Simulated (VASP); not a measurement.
# Pt (P6_3/mmc) in VASP: a series of runs

The runs below take Pt through single point, with PBEsol.

Everything below comes from runs of VASP 6.6.1. Logs are shortened: lines on timing, memory, paths and dates and some standing lists are left out, and cuts for length are marked.

## Step 1: The cell of the first run

The structure is hexagonal, space group P6_3/mmc (No. 194). Conventional cell: a = 2.982 Å, b = 2.982 Å, c = 4.600 Å, α = 90.00°, β = 90.00°, γ = 120.00°. Pt (site symmetry -6m2) has 12 Pt at 2.87 to 2.98 Å within 3.8 Å.

This isn't the form of Pt at room conditions, which is fcc.

## Step 2: Single point, PBEsol (strain +0.080 along x and y, -0.040 along z)

The input, INCAR:

```
PREC = Accurate ; ENCUT = 520
EDIFF = 1E-6 ; ISMEAR = 0
SIGMA = 0.15 ; LREAL = False
LASPH = True ; NELM = 100
ALGO = Normal ; ISIF = 2
LWAVE = False ; LCHARG = False
GGA = PS ; NBANDS = 17
```

The input, KPOINTS:

```
Automatic mesh
0
Gamma
  18 18 10
```

The input, POSCAR:

```
Pt
1.0
    2.9815188650      0.0000000000      0.0000000000
   -1.4907594325      2.5820710790      0.0000000000
    0.0000000000      0.0000000000      4.6004486400
Pt
2
Direct
    0.6666666667      0.3333333333      0.7500000000
    0.3333333333      0.6666666667      0.2500000000
```

Potentials or basis: VASP PAW PBE potentials, release 64 (Pt).

Started as:

```bash
$ cat potpaw_PBE.64/Pt/POTCAR > POTCAR
$ mpirun -np 1 vasp_std > vasp.out
```

OUTCAR:

```text
PREC = Accurate
   ENCUT = 520
   EDIFF = 1E-6
   ISMEAR = 0
   LREAL = False
   LASPH = True
   NELM = 100
   ISIF = 2
   GGA = PS

 ion  position               nearest neighbor table
   1  0.667  0.333  0.750-   2 2.87   2 2.87   2 2.87   2 2.87   2 2.87   2 2.87
   2  0.333  0.667  0.250-   1 2.87   1 2.87   1 2.87   1 2.87   1 2.87   1 2.87

  LATTYP: Found a hexagonal cell.
 ALAT       =     2.9815188650
 C/A-ratio  =     1.5429882715

  Lattice vectors:

 A1 = (   2.9815188650,   0.0000000000,   0.0000000000)
 A2 = (  -1.4907594325,   2.5820710790,   0.0000000000)
 A3 = (   0.0000000000,   0.0000000000,   4.6004486400)

Analysis of symmetry for initial positions (statically):
=====================================================================
 Subroutine PRICEL returns:
 Original cell was already a primitive cell.

 Routine SETGRP: Setting up the symmetry group for a
 hexagonal supercell.

 Subroutine GETGRP returns: Found 24 space group operations
 (whereof 12 operations were pure point group operations)
 out of a pool of 24 trial point group operations.

The static configuration has the point symmetry D_3d.
 The point group associated with its full space group is D_6h.

Analysis of symmetry for dynamics (positions and initial velocities):
=====================================================================
 Subroutine PRICEL returns:
 Original cell was already a primitive cell.

 Routine SETGRP: Setting up the symmetry group for a
 hexagonal supercell.

 Subroutine GETGRP returns: Found 24 space group operations
 (whereof 12 operations were pure point group operations)
 out of a pool of 24 trial point group operations.

The dynamic configuration has the point symmetry D_3d.
 The point group associated with its full space group is D_6h.

 Subroutine INISYM returns: Found 24 space group operations
 (whereof 12 operations are pure point group operations),
 and found     1 'primitive' translations

----------------------------------------------------------------------------------------

                                     Primitive cell

  volume of cell :      35.4165

  direct lattice vectors                    reciprocal lattice vectors
     2.981518865  0.000000000  0.000000000     0.335399521  0.193643004  0.000000000
    -1.490759432  2.582071079  0.000000000     0.000000000  0.387286008  0.000000000
     0.000000000  0.000000000  4.600448640     0.000000000  0.000000000  0.217370104

  length of vectors
     2.981518865  2.981518865  4.600448640     0.387286008  0.387286008  0.217370104

[... 80 lines left out ...]
   EDIFF  = 0.1E-05   stopping-criterion for ELM
   LREAL  =      F    real-space projection
   EDIFFG = 0.1E-04   stopping-criterion for IOM
   NSW    =      0    number of steps for IOM
   IBRION =     -1    ionic relax: 0-MD 1-quasi-New 2-CG
   NFREE  =      0    steps in history (QN), initial steepest desc. (CG)
   ISIF   =      2    stress and relaxation
   ISYM   =      2    0-nonsym 1-usesym 2-fastsym
   POTIM  = 0.5000    time-step for ionic-motion
   TEBEG  =    0.0;   TEEND  =   0.0 temperature during run
   PSTRESS=    0.0 pullay stress
   NELECT =      20.0000    total number of electrons
   NUPDOWN=      -1.0000    fix difference up-down
   EMIN   =  10.00;   EMAX   =-10.00  energy-range for DOS
   EFERMI =   0.00;   METHOD = LEGACY
   ISMEAR =     0;   SIGMA  =   0.15  broadening in eV -4-tet -1-fermi 0-gaus
   EFERMI_NEDOS =   21; number of points for ismear=-14 and -15
   IALGO  =     38    algorithm
   IMIX   =      4    mixing-type and parameters
     AMIX     =   0.40;   BMIX     =  1.00
     AMIX_MAG =   1.60;   BMIX_MAG =  1.00
  volume/ion in A,a.u.               =      17.71       119.50
  Fermi-wavevector in a.u.,A,eV,Ry     =   1.353161  2.557104 24.912880  1.831045
  Thomas-Fermi vector in A             =   2.480440
   LORBIT       =      0    0 simple, 1 ext, 2 COOP (PROOUT), +10 PAW based schemes
   GGA     = PS    functional components
   LHFCALC =     F    Hartree Fock is set to
   AEXX    =    0.0000 exact exchange contribution
   IVDW    =     0    specifies the selected vdW correction
   LEPSILON=     F    determine dielectric tensor
   LRPA    =     F    only Hartree local field effects (RPA)
 non-spin polarized calculation
 Gauss-broadening in eV      SIGMA  =   0.15
  energy-cutoff  :      520.00
  volume of cell :       35.42
 maximum number of plane-waves:      1002
 NGX is ok and might be reduce to    24
   NGX = 11   NGY = 11   NGZ = 17

 number of electron      20.0000001 magnetization

 Free energy of the ion-electron system (eV)
  ---------------------------------------------------
  ext. energy  EPLUGINS =         0.00000000
  ---------------------------------------------------
  free energy    TOTEN  =       -13.18982261 eV

  energy without entropy =      -13.12586512  energy(sigma->0) =      -13.15784387

 E-fermi :   8.2816     XC(G=0): -12.6882

 val. band max:        8.2793075899   @ k =   0.4444   0.0556   0.1000
 cond. band min:       8.2822328080   @ k =   0.3333   0.1111   0.1000
 fundamental gap:      0.0029252181
 Fermi energy:         8.2815700963

 k-point     1 :       0.0000    0.0000    0.0000
  band No.  band energies     occupation
      1      -0.3435      2.00000
      2       2.5768      2.00000
      3       5.4835      2.00000
      4       5.4835      2.00000
      5       5.7062      2.00000
      6       5.9496      2.00000
[... 457 lines left out ...]
      4       5.0285      2.00000
      5       5.3406      2.00000
      6       5.7931      2.00000
[... 9 lines left out ...]
     16      19.3610      0.00000
     17      21.9163      0.00000

 [... further k-points ...]

------------------------ aborting loop because EDIFF is reached ----------------------------------------

  FORCE on cell =-STRESS in cart. coord.  units (eV):
  Direction    XX          YY          ZZ          XY          YZ          ZX
  --------------------------------------------------------------------------------------
  -------------------------------------------------------------------------------------
  Total       -6.5332832     -6.5332832     -5.6517448     -0.0000000      0.0000000      0.0000000
  in kB     -295.5535128   -295.5535128   -255.6743627     -0.0000000      0.0000000      0.0000000
  external PRESSURE =    -282.2604628 kB  Pullay stress =       0.0000000 kB

 VOLUME and BASIS-vectors are now :
 -----------------------------------------------------------------------------
  energy-cutoff  :      520.00
  volume of cell :       35.42
      direct lattice vectors                 reciprocal lattice vectors
     2.981518865  0.000000000  0.000000000     0.335399521  0.193643004  0.000000000
    -1.490759432  2.582071079  0.000000000     0.000000000  0.387286008  0.000000000
     0.000000000  0.000000000  4.600448640     0.000000000  0.000000000  0.217370104

 POSITION                                       TOTAL-FORCE (eV/Angst)
 -----------------------------------------------------------------------------------
      1.49076      0.86069      3.45034        -0.000000     -0.000000      0.000000
     -0.00000      1.72138      1.15011         0.000000      0.000000      0.000000
 -----------------------------------------------------------------------------------
    total drift:                               -0.000000      0.000000     -0.000000

  FREE ENERGIE OF THE ION-ELECTRON SYSTEM (eV)
  ---------------------------------------------------
  free  energy   TOTEN  =       -13.1898226138 eV

  energy  without entropy=      -13.1258651190  energy(sigma->0) =      -13.15784387
```

Run time: 87 s. Hardware: 1 thread of Intel Xeon 8259CL, shared host; peak memory 0.24 GiB.

Results:

| Property | Result |
| --- | --- |
| Free energy | -13.1898 eV |
| Pressure | -28.2 GPa |
| Band gap on the k mesh | zero (bands 10 and 11 overlap by 0.98 eV) |

Caveat: the cell differs from its parent crystal (strain +0.080 along x and y, -0.040 along z); the cell stands under tension; the PAW data sets were made with another functional, which shifts forces and pressure a little; spin-orbit coupling is left out, which moves the levels of the heavy elements.

## Step 3: Single point, PBEsol (strain +0.040 along x and y, +0.040 along z)

The input, INCAR:

```
  PREC = Accurate
  ENCUT = 520
  EDIFF = 1E-7
  ISMEAR = 0
  SIGMA = 0.15
  LREAL = False
  LASPH = True
  NELM = 80
  ALGO = Fast
  ISIF = 2
  LWAVE = False
  LCHARG = False
  GGA = PS
  NBANDS = 17
```

KPOINTS is that of step 2.

The input, POSCAR:

```
Pt
1.0
    2.8710922404      0.0000000000      0.0000000000
   -1.4355461202      2.4864388168      0.0000000000
    0.0000000000      0.0000000000      4.9838193600
Pt
2
Direct
    0.6666666667      0.3333333333      0.7500000000
    0.3333333333      0.6666666667      0.2500000000
```

Potentials or basis: VASP PAW PBE potentials, release 64 (Pt).

Started as:

```bash
$ cat potpaw_PBE.64/Pt/POTCAR > POTCAR
$ mpirun -np 1 vasp_std > vasp.out
```

Run time: 2.3 min. Hardware: 1 thread of Intel Xeon 8259CL, shared host; peak memory 0.24 GiB.

It converged, with:

```yaml
Free_energy: -13.2385 eV
Pressure: -29.5 GPa
Band_gap_on_the_k_mesh: zero (bands 10 and 11 overlap by 1.03 eV)
```

Stress tensor (GPa, compression positive):
```
-30.39   0.00   0.00
  0.00 -30.39   0.00
  0.00   0.00 -27.62
```

Levels at points of the mesh, in eV from the Fermi level:
```
           k point  band 7  band 8  band 9  band 10  band 11  band 12  band 13  band 14
(0.00, 0.00, 0.00)   -2.52   -1.46   -1.46    -0.26    -0.17    -0.17     3.94    15.21
(0.50, 0.00, 0.00)   -2.07    0.00    0.22     0.38     2.05     3.31     6.67     8.27
(0.00, 0.00, 0.50)   -2.81   -2.81   -0.65    -0.65    -0.65    -0.65    11.02    11.02
(0.50, 0.00, 0.50)   -0.62   -0.62    0.31     0.31     1.74     1.74     5.58     5.58
```

Caveat: the cell differs from its parent crystal (strain +0.040 along x and y, +0.040 along z); the cell stands under tension; the PAW data sets were made with another functional, which shifts forces and pressure a little; spin-orbit coupling is left out, which moves the levels of the heavy elements.

## Step 4: Single point, PBEsol

This run uses another cell than the first one, of 18.45 Å³/atom.

The input, INCAR:

```
SYSTEM = Pt
  PREC = Accurate
  ENCUT = 500
  EDIFF = 1E-6
  ISMEAR = 0
  SIGMA = 0.15
  LREAL = .FALSE.
  LASPH = .TRUE.
  NELM = 120
  ALGO = Normal
  ISIF = 2
  LWAVE = .FALSE.
  LCHARG = .FALSE.
  GGA = PS
  NBANDS = 17
  GGA_COMPAT = .FALSE.
```

The input, KPOINTS:

```
regular mesh
0
G
  22 22 12
  0 0 0
```

The input, POSCAR:

```
Pt
1.0
    2.9815188650      0.0000000000      0.0000000000
   -1.4907594325      2.5820710790      0.0000000000
    0.0000000000      0.0000000000      4.7921340000
Pt
2
Direct
    0.6666666667      0.3333333333      0.7500000000
    0.3333333333      0.6666666667      0.2500000000
```

Started as:

```bash
$ cat potpaw_PBE.64/Pt/POTCAR > POTCAR
$ mpirun -np 1 vasp_std > vasp.out
```

Run time: 3.6 min. Hardware: 1 thread of Intel Xeon 8259CL, shared host; peak memory 0.3 GiB.

Results (log left out):

* Free energy: -12.9364 eV
* Pressure: -32.5 GPa
* Band gap on the k mesh: zero (bands 10 and 11 overlap by 0.89 eV)

Stress tensor (GPa, compression positive):
```
-33.89   0.00   0.00
  0.00 -33.89   0.00
  0.00   0.00 -29.63
```

Levels at points of the mesh, in eV from the Fermi level:
| k point | band 7 | band 8 | band 9 | band 10 | band 11 | band 12 | band 13 | band 14 |
| --- | --- | --- | --- | --- | --- | --- | --- | --- |
| (0.00, 0.00, 0.00) | -2.24 | -1.81 | -1.81 | -0.21 | -0.21 | 0.36 | 4.59 | 14.78 |
| (0.50, 0.00, 0.00) | -2.06 | -0.06 | 0.15 | 0.17 | 1.80 | 2.83 | 6.96 | 8.46 |
| (0.00, 0.00, 0.50) | -2.71 | -2.71 | -0.68 | -0.68 | -0.68 | -0.68 | 12.35 | 12.35 |
| (0.50, 0.00, 0.50) | -0.59 | -0.59 | 0.08 | 0.08 | 1.70 | 1.70 | 5.13 | 5.13 |

Caveat: the cell stands under tension; the PAW data sets were made with another functional, which shifts forces and pressure a little; spin-orbit coupling is left out, which moves the levels of the heavy elements.

## Step 5: The runs side by side

```tsv
cell	k mesh	cutoff (eV)	gap on the mesh (eV)	pressure (GPa)
a = 2.982, b = 2.982, c = 4.600 Å, angles 90.0, 90.0, 120.0°, 2 atoms	18 × 18 × 10	520	none	-28.2
a = 2.871, b = 2.871, c = 4.984 Å, angles 90.0, 90.0, 120.0°, 2 atoms	18 × 18 × 10	520	none	-29.5
a = 2.982, b = 2.982, c = 4.792 Å, angles 90.0, 90.0, 120.0°, 2 atoms	22 × 22 × 12	500	none	-32.5
```

Alike in all rows: task single point; level PBEsol; potentials or basis VASP PAW PBE potentials, release 64 (Pt); no spin polarisation; smearing gaussian 0.15 eV.

Caveats: the cell stands under tension; the PAW data sets were made with another functional, which shifts forces and pressure a little; spin-orbit coupling is left out, which moves the levels of the heavy elements.

Absolute energies hang on the potentials; compare differences alone.
